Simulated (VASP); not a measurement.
Write the native input for VASP 6.6.1 that does the following.

* Task: single point
* Functional: PBE
* Potentials or basis: VASP PAW PBE potentials, release 64 (Na_pv, Cl)
* Cutoff: 520 eV
* k mesh: 8 × 8 × 8
* Occupations: fermi-dirac, width 0.02 eV
* Spin: no spin polarisation
* Dipole correction: no
* Further INCAR settings: ALGO = Normal; EDIFF = 1e-06; NBANDS = 14

The structure of NaCl lies in POSCAR:

```
NaCl
1.0
    0.0524665221      2.8114432507      2.8114432507
    2.8114432507      0.0524665221      2.8114432507
    2.8114432507      2.8114432507      0.0524665221
Na Cl
1 1
Direct
    0.0000000000      0.0000000000      0.0000000000
    0.5000000000      0.5000000000      0.5000000000
```

This cell differs from its parent crystal: epitaxial 111 strain -1.6%.

These files were run (other wordings do the same):

INCAR

```
PREC = Accurate
ENCUT = 520
EDIFF = 1E-6
ISMEAR = -1
SIGMA = 0.02
LREAL = F
LASPH = T
NELM = 60
ALGO = Normal
ISIF = 2
LWAVE = F
LCHARG = T
GGA = PE
LELF = T
LVHAR = T
NBANDS = 14
```

KPOINTS

```
Automatic mesh
0
Gamma
  8 8 8
```

Potentials or basis: VASP PAW PBE potentials, release 64 (Na_pv, Cl).

Launch:

```bash
$ cat potpaw_PBE.64/Na_pv/POTCAR potpaw_PBE.64/Cl/POTCAR > POTCAR
$ mpirun -np 1 vasp_std > vasp.out
```

It gave:

| Quantity | Value |
| --- | --- |
| Pressure | 1.8 GPa |
| Band gap on the k mesh | 5.21 eV |

Caveat: the cell differs from its parent crystal (epitaxial 111 strain -1.6%).

Wall time 39 s on 1 thread of AMD EPYC 7R43 64-Core Processor (Zen 3), with other jobs on the host, peak memory 0.15 GiB.
